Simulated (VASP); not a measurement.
# CsH (I4/mmm) in VASP: a series of runs

The runs below take CsH through single point, with r2SCAN.

Everything below comes from runs of VASP 6.6.1. Logs are shortened: lines on timing, memory, paths and dates and some standing lists are left out, and cuts for length are marked.

## (1) The cell of the first run

It takes space group I4/mmm (No. 139, tetragonal). The conventional cell has a = 4.554 Å, b = 4.554 Å, c = 6.338 Å, α = 90.00°, β = 90.00°, γ = 90.00°. Cs (site symmetry 4/mmm) has 6 H at 3.17 to 3.22 Å within 4.2 Å. H (site symmetry 4/mmm) has 6 Cs at 3.17 to 3.22 Å within 4.2 Å.

## (2) Single point, r2SCAN (in-plane strain +0.01)

Input file POSCAR:

```
CsH
1.0
    3.2198800000      3.2198800000      0.0000000000
   -3.2198800000      3.2198800000      0.0000000000
    0.0000000000      3.2198800000      3.1688720000
Cs H
1 1
Direct
    0.0000000000      0.0000000000      0.0000000000
    0.5000000000      0.5000000000      0.0000000000
```

Input file INCAR.step1:

```
PREC     = Accurate       # precision mode
ENCUT    = 520            # plane-wave cutoff, eV
ISMEAR   = 0              # smearing method
SIGMA    = 0.01           # smearing width, eV
LREAL    = False          # projectors in reciprocal space
LASPH    = True           # aspherical terms in the spheres
NELM     = 60             # most SCF steps
NBANDS   = 12             # bands
GGA      = PE             # functional
ALGO     = Normal         # electronic algorithm
EDIFF    = 1E-4           # SCF threshold, eV
LWAVE    = True           # write WAVECAR
LCHARG   = False          # write CHGCAR
```

Input file INCAR.step2:

```
PREC     = Accurate       # precision mode
ENCUT    = 520            # plane-wave cutoff, eV
EDIFF    = 1E-6           # SCF threshold, eV
ISMEAR   = 0              # smearing method
SIGMA    = 0.01           # smearing width, eV
LREAL    = False          # projectors in reciprocal space
LASPH    = True           # aspherical terms in the spheres
NELM     = 60             # most SCF steps
ALGO     = Normal         # electronic algorithm
ISIF     = 2              # what is computed and relaxed
LWAVE    = False          # write WAVECAR
LCHARG   = False          # write CHGCAR
METAGGA  = R2SCAN         # meta-GGA
LMIXTAU  = True         
NBANDS   = 12             # bands
ISTART   = 1
```

Input file KPOINTS:

```
Automatic mesh
0
Gamma
  6 6 6
```

Potentials or basis: VASP PAW PBE potentials, release 64 (Cs_sv, H).

Started as:

```console
cat potpaw_PBE.64/Cs_sv/POTCAR potpaw_PBE.64/H/POTCAR > POTCAR
cp INCAR.step1 INCAR
mpirun -np 1 vasp_std > vasp.out
cp INCAR.step2 INCAR
mpirun -np 1 vasp_std > vasp.out
```

OUTCAR:

```text
PREC = Accurate
   ENCUT = 520
   EDIFF = 1E-6
   ISMEAR = 0
   LREAL = False
   LASPH = True
   NELM = 60
   ISIF = 2
   METAGGA = R2SCAN
   ISTART = 1

 ion  position               nearest neighbor table
   1  0.000  0.000  0.000-
   2  0.500  0.500  0.000-

  LATTYP: Found a body centered tetragonal cell.
 ALAT       =     4.5535979652
 C/A-ratio  =     1.3918101792

  Lattice vectors:

 A1 = (   3.2198800000,   0.0000000000,  -3.1688720000)
 A2 = (  -3.2198800000,   0.0000000000,  -3.1688720000)
 A3 = (   0.0000000000,   3.2198800000,   3.1688720000)

Analysis of symmetry for initial positions (statically):
=====================================================================
 Subroutine PRICEL returns:
 Original cell was already a primitive cell.

 Routine SETGRP: Setting up the symmetry group for a
 body centered tetragonal supercell.

 Subroutine GETGRP returns: Found 16 space group operations
 (whereof 16 operations were pure point group operations)
 out of a pool of 16 trial point group operations.

The static configuration has the point symmetry D_4h.

Analysis of symmetry for dynamics (positions and initial velocities):
=====================================================================
 Subroutine PRICEL returns:
 Original cell was already a primitive cell.

 Routine SETGRP: Setting up the symmetry group for a
 body centered tetragonal supercell.

 Subroutine GETGRP returns: Found 16 space group operations
 (whereof 16 operations were pure point group operations)
 out of a pool of 16 trial point group operations.

The dynamic configuration has the point symmetry D_4h.

 Subroutine INISYM returns: Found 16 space group operations
 (whereof 16 operations are pure point group operations),
 and found     1 'primitive' translations

----------------------------------------------------------------------------------------

                                     Primitive cell

  volume of cell :      65.7074

  direct lattice vectors                    reciprocal lattice vectors
     3.219880000  3.219880000  0.000000000     0.155285290  0.155285290 -0.157784852
    -3.219880000  3.219880000  0.000000000    -0.155285290  0.155285290 -0.157784852
     0.000000000  3.219880000  3.168872000     0.000000000  0.000000000  0.315569704

  length of vectors
     4.553597965  4.553597965  4.517673845     0.270412837  0.270412837  0.315569704

  position of ions in fractional coordinates (direct lattice)
     0.000000000  0.000000000  0.000000000
     0.500000000  0.500000000  0.000000000

  ion indices of the primitive-cell ions
   primitive index   ion index
                 1           1
                 2           2

----------------------------------------------------------------------------------------

 KPOINTS: Automatic mesh

Automatic generation of k-mesh.
 Grid dimensions read from file:
 generate k-points for:    6    6    6

 Generating k-lattice:

  Cartesian coordinates                     Fractional coordinates (reciprocal lattice)
     0.025880882  0.025880882 -0.026297475     0.166666667  0.000000000 -0.000000000
    -0.025880882  0.025880882 -0.026297475     0.000000000  0.166666667 -0.000000000
     0.000000000  0.000000000  0.052594951     0.000000000  0.000000000  0.166666667

  Length of vectors
     0.045068806  0.045068806  0.052594951

  Shift w.r.t. Gamma in fractional coordinates (k-lattice)
     0.000000000  0.000000000  0.000000000

 Subroutine IBZKPT returns following result:
 ===========================================

 Found     30 irreducible k-points:

 Following reciprocal coordinates:
            Coordinates               Weight
  0.000000  0.000000  0.000000      1.000000
  0.166667  0.000000  0.000000      8.000000
  0.333333  0.000000  0.000000      8.000000
  0.500000  0.000000  0.000000      4.000000
  0.166667  0.166667  0.000000      8.000000
  0.333333  0.166667  0.000000     16.000000
[... 16 lines left out ...]
 -0.333333 -0.333333  0.166667      4.000000
 -0.166667 -0.333333  0.166667     16.000000
 [... further k-points ...]
   k-points           NKPTS =     30   k-points in BZ     NKDIM =     30   number of bands    NBANDS=     12
   number of dos      NEDOS =    301   number of ions     NIONS =      2
   total plane-waves  NPLWV =  46656
   dimension x,y,z NGX =    36 NGY =   36 NGZ =   36
   dimension x,y,z NGXF=    72 NGYF=   72 NGZF=   72
   ions per type =               1   1
   NGX,Y,Z   is equivalent  to a cutoff of  13.14, 13.14, 13.25 a.u.
   NGXF,Y,Z  is equivalent  to a cutoff of  26.29, 26.29, 26.50 a.u.
 SYSTEM =  unknown system
   PREC   = accura    normal or accurate (medium, high low for compatibility)
   ISTART =      1    job   : 0-new  1-cont  2-samecut
   ICHARG =      0    charge: 1-file 2-atom 10-const
   ISPIN  =      1    spin polarized calculation?
   LNONCOLLINEAR =      F non collinear calculations
   LSORBIT =      F    spin-orbit coupling
   LASPH  =      T    aspherical Exc in radial PAW
   ENCUT  =  520.0 eV  38.22 Ry    6.18 a.u.   8.47  8.47  8.40*2*pi/ulx,y,z
   NELM   =     60;   NELMIN=  2; NELMDL=  0     # of ELM steps
   EDIFF  = 0.1E-05   stopping-criterion for ELM
   LREAL  =      F    real-space projection
   EDIFFG = 0.1E-04   stopping-criterion for IOM
   NSW    =      0    number of steps for IOM
   IBRION =     -1    ionic relax: 0-MD 1-quasi-New 2-CG
   NFREE  =      0    steps in history (QN), initial steepest desc. (CG)
   ISIF   =      2    stress and relaxation
   ISYM   =      2    0-nonsym 1-usesym 2-fastsym
   POTIM  = 0.5000    time-step for ionic-motion
   TEBEG  =    0.0;   TEEND  =   0.0 temperature during run
   PSTRESS=    0.0 pullay stress
   NELECT =      10.0000    total number of electrons
   NUPDOWN=      -1.0000    fix difference up-down
   EMIN   =  10.00;   EMAX   =-10.00  energy-range for DOS
   EFERMI =   0.00;   METHOD = LEGACY
   ISMEAR =     0;   SIGMA  =   0.01  broadening in eV -4-tet -1-fermi 0-gaus
   EFERMI_NEDOS =   21; number of points for ismear=-14 and -15
   IALGO  =     38    algorithm
   IMIX   =      4    mixing-type and parameters
     AMIX     =   0.40;   BMIX     =  1.00
     AMIX_MAG =   1.60;   BMIX_MAG =  1.00
  volume/ion in A,a.u.               =      32.85       221.71
  Fermi-wavevector in a.u.,A,eV,Ry     =   0.874051  1.651717 10.394379  0.763965
  Thomas-Fermi vector in A             =   1.993528
   LORBIT       =      0    0 simple, 1 ext, 2 COOP (PROOUT), +10 PAW based schemes
   METAGGA = R2SCAN    functional components
   LHFCALC =     F    Hartree Fock is set to
   AEXX    =    0.0000 exact exchange contribution
   IVDW    =     0    specifies the selected vdW correction
   LEPSILON=     F    determine dielectric tensor
   LRPA    =     F    only Hartree local field effects (RPA)
 non-spin polarized calculation
 Gauss-broadening in eV      SIGMA  =   0.01
  energy-cutoff  :      520.00
  volume of cell :       65.71
 maximum number of plane-waves:      1807
 NGX is ok and might be reduce to    36
   NGX = 17   NGY = 17   NGZ = 17

 number of electron      10.0000000 magnetization

 Free energy of the ion-electron system (eV)
  ---------------------------------------------------
  ext. energy  EPLUGINS =         0.00000000
  ---------------------------------------------------
  free energy    TOTEN  =       -28.98803617 eV

  energy without entropy =      -28.98803617  energy(sigma->0) =      -28.98803617

 E-fermi :  -0.1346     XC(G=0):  -7.5021

 val. band max:       -0.1767191541   @ k =   0.5000   0.0000   0.0000
 cond. band min:       2.5004848199   @ k =   0.5000   0.0000   0.0000
 fundamental gap:      2.6772039740
 Fermi energy:        -0.1346226786

 k-point     1 :       0.0000    0.0000    0.0000
  band No.  band energies     occupation
      1     -22.2460      2.00000
      2      -8.3513      2.00000
      3      -8.3512      2.00000
      4      -8.3332      2.00000
      5      -1.7991      2.00000
      6       5.4891      0.00000
      7       5.4891      0.00000
      8       5.5626      0.00000
      9       6.0881      0.00000
     10       7.3061      0.00000
     11       7.5080      0.00000
     12       9.0390      0.00000

 k-point     2 :       0.1667    0.0000    0.0000
  band No.  band energies     occupation
      1     -22.2270      2.00000
      2      -8.5690      2.00000
      3      -8.3758      2.00000
      4      -8.3597      2.00000
      5      -1.4143      2.00000
      6       4.5998      0.00000
      7       5.6282      0.00000
      8       5.6989      0.00000
      9       5.9746      0.00000
     10       6.9082      0.00000
     11       7.0240      0.00000
     12      10.1812      0.00000

 k-point     3 :       0.3333    0.0000    0.0000
  band No.  band energies     occupation
      1     -22.1887      2.00000
      2      -8.9681      2.00000
      3      -8.4240      2.00000
      4      -8.4004      2.00000
      5      -0.6284      2.00000
      6       3.1657      0.00000
      7       5.2741      0.00000
      8       5.3929      0.00000
      9       6.6079      0.00000
     10       7.6402      0.00000
     11       7.6560      0.00000
     12      11.8984      0.00000
[... 286 lines left out ...]
 k-point    23 :      -0.3333   -0.3333    0.1667
  band No.  band energies     occupation
      1     -22.1452      2.00000
      2      -8.9345      2.00000
      3      -8.7076      2.00000
      4      -8.6310      2.00000
      5      -1.0003      2.00000
      6       3.8702      0.00000
      7       4.9685      0.00000
      8       5.9959      0.00000
      9       8.7514      0.00000
     10       9.1714      0.00000
     11       9.2025      0.00000
     12       9.3880      0.00000

 k-point    24 :      -0.1667   -0.3333    0.1667
  band No.  band energies     occupation
      1     -22.1503      2.00000
      2      -8.9466      2.00000
      3      -8.7300      2.00000
      4      -8.5546      2.00000
      5      -0.7324      2.00000
      6       3.7326      0.00000
      7       4.5662      0.00000
      8       5.9089      0.00000
      9       7.8911      0.00000
     10       8.1199      0.00000
     11       9.5574      0.00000
     12       9.7845      0.00000

 [... further k-points ...]
[... 5 lines left out ...]
  --------------------------------------------------------------------------------------
  -------------------------------------------------------------------------------------
  Total       -0.0823964     -0.0823964      0.0632325      0.0000000      0.0000000      0.0000000
  in kB       -2.0091136     -2.0091136      1.5418316      0.0000000      0.0000000      0.0000000
  external PRESSURE =      -0.8254652 kB  Pullay stress =       0.0000000 kB

 VOLUME and BASIS-vectors are now :
 -----------------------------------------------------------------------------
  energy-cutoff  :      520.00
  volume of cell :       65.71
      direct lattice vectors                 reciprocal lattice vectors
     3.219880000  3.219880000  0.000000000     0.155285290  0.155285290 -0.157784852
    -3.219880000  3.219880000  0.000000000    -0.155285290  0.155285290 -0.157784852
     0.000000000  3.219880000  3.168872000     0.000000000  0.000000000  0.315569704

 POSITION                                       TOTAL-FORCE (eV/Angst)
 -----------------------------------------------------------------------------------
      0.00000      0.00000      0.00000         0.000000     -0.000000      0.000000
      0.00000      3.21988      0.00000         0.000000      0.000000      0.000000
 -----------------------------------------------------------------------------------
    total drift:                                0.000000      0.000000     -0.000000

  FREE ENERGIE OF THE ION-ELECTRON SYSTEM (eV)
  ---------------------------------------------------
  free  energy   TOTEN  =       -28.9880361668 eV

  energy  without entropy=      -28.9880361668  energy(sigma->0) =      -28.98803617
```

Run time: 1.7 min. Hardware: 1 thread of Intel Xeon 8259CL, shared host; peak memory 0.22 GiB.

Results:

| Property | Result |
| --- | --- |
| Free energy | -28.9880 eV |
| Pressure | -0.1 GPa |
| Band gap on the k mesh | 2.68 eV |

Levels at points of the mesh, in eV from the valence-band top:
| k point | band 2 | band 3 | band 4 | band 5 | band 6 | band 7 | band 8 | band 9 |
| --- | --- | --- | --- | --- | --- | --- | --- | --- |
| (0.00, 0.00, 0.00) | -8.17 | -8.17 | -8.16 | -1.62 | 5.67 | 5.67 | 5.74 | 6.26 |
| (0.50, 0.00, 0.00) | -8.97 | -8.27 | -8.24 | 0.00 | 2.68 | 5.20 | 5.32 | 7.74 |
| (0.50, 0.50, 0.00) | -8.85 | -8.42 | -8.42 | -1.11 | 3.54 | 5.97 | 8.54 | 8.87 |
| (0.00, 0.00, 0.50) | -8.84 | -8.45 | -8.45 | -1.11 | 3.49 | 6.12 | 8.56 | 8.86 |

Caveat: the cell differs from its parent crystal (in-plane strain +0.01); the PAW data sets were made with another functional, which shifts forces and pressure a little; spin-orbit coupling is left out, which moves the levels of the heavy elements. A k mesh can miss the band edges.

## (3) Single point, r2SCAN (in-plane strain +0.01, then relaxed in part)

Edit POSCAR of step 2 so:

```diff
@@ -4,3 +4,3 @@
    -3.2198800000      3.2198800000      0.0000000000
-    0.0000000000      3.2198800000      3.1688720000
+    0.0000000000      3.2198800000      3.1837895455
 Cs H
```

Input file INCAR.step1:

```
SYSTEM = CsH
PREC = Accurate
ENCUT = 520
ISMEAR = 0
SIGMA = 0.01
LREAL = .FALSE.
LASPH = .TRUE.
NELM = 60
NBANDS = 12
GGA = PE
ALGO = Normal
EDIFF = 1E-4
LWAVE = .TRUE.
LCHARG = .FALSE.
```

Input file INCAR.step2:

```
SYSTEM = CsH
PREC = Accurate
ENCUT = 520
EDIFF = 1E-7
ISMEAR = 0
SIGMA = 0.01
LREAL = .FALSE.
LASPH = .TRUE.
NELM = 60
ALGO = Normal
ISIF = 2
LWAVE = .FALSE.
LCHARG = .TRUE.
METAGGA = R2SCAN
LMIXTAU = .TRUE.
LELF = .TRUE.
LVHAR = .TRUE.
NBANDS = 12
ISTART = 1
```

Input file KPOINTS:

```
regular mesh
0
G
  6 6 6
  0 0 0
```

Potentials or basis: VASP PAW PBE potentials, release 64 (Cs_sv, H).

Started as:

```console
cat potpaw_PBE.64/Cs_sv/POTCAR potpaw_PBE.64/H/POTCAR > POTCAR
cp INCAR.step1 INCAR
mpirun -np 1 vasp_std > vasp.out
cp INCAR.step2 INCAR
mpirun -np 1 vasp_std > vasp.out
```

Wall time 1.8 min (1 thread of Intel Xeon 8259CL, shared host); peak memory 0.22 GiB.

The run converged. Its results:

- Free energy: -28.9883 eV
- Pressure: -0.1 GPa
- Band gap on the k mesh: 2.68 eV

Stress tensor (GPa, compression positive):
```
-0.22  0.00  0.00
 0.00 -0.22  0.00
 0.00  0.00  0.03
```

Levels at points of the mesh, in eV from the valence-band top:
```csv
k point,band 1,band 2,band 3,band 4,band 5,band 6,band 7,band 8,band 9,band 10
"(0.00, 0.00, 0.00)",-22.07,-8.17,-8.17,-8.16,-1.61,5.67,5.67,5.73,6.26,7.50
"(0.50, 0.00, 0.00)",-21.99,-8.96,-8.27,-8.25,0.00,2.68,5.22,5.30,7.72,8.78
"(0.50, 0.50, 0.00)",-21.97,-8.85,-8.42,-8.42,-1.10,3.55,5.97,8.54,8.87,8.99
"(0.00, 0.00, 0.50)",-21.97,-8.83,-8.44,-8.44,-1.10,3.51,6.07,8.54,8.86,8.86
```

Caveat: the cell differs from its parent crystal (in-plane strain +0.01, then relaxed in part); the PAW data sets were made with another functional, which shifts forces and pressure a little; spin-orbit coupling is left out, which moves the levels of the heavy elements. A k mesh can miss the band edges.
